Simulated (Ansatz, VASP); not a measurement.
**One calculation of CdSe, two programs**

```
Cd Se
1.0
     0.00000    3.00887    3.07027
     3.00887    0.00000    3.07027
     3.00887    3.00887    0.00000
Cd Se
1 1
Direct
  0.00000 0.00000 0.00000
  0.25000 0.25000 0.25000
```

Change from the starting cell: equal xx and yy strain of -2 %, crystal datasets.

Alike in both runs: task electric field gradients; functional LDA; k mesh 8 × 8 × 8; occupations fermi-dirac, width 0.03 eV; no spin polarisation.

|  | VASP | Ansatz |
| --- | --- | --- |
| version | VASP 6.6.1 | Ansatz 0.2.0 |
| potentials or method | VASP PAW LDA potentials, release 64 (Cd, Se), cutoff 520 eV | all-electron PAW with datasets made for the crystal, scalar-relativistic |

|  | VASP | Ansatz | Ansatz less VASP |
| --- | --- | --- | --- |
| pressure (GPa) | -0.9 | -1.4 | -0.43 |
| traceless stress, the component that is largest in VASP (GPa) | -0.27 | -0.28 | -0.007 |
| size of Vzz on the site where it differs most (V/Å²) | 8.2 | 8.5 | +0.32 |

LDA's correlation is that of Perdew and Zunger in VASP and of Perdew and Wang (1992) in Ansatz. Ansatz ran all-electron here, and VASP with PAW potentials.
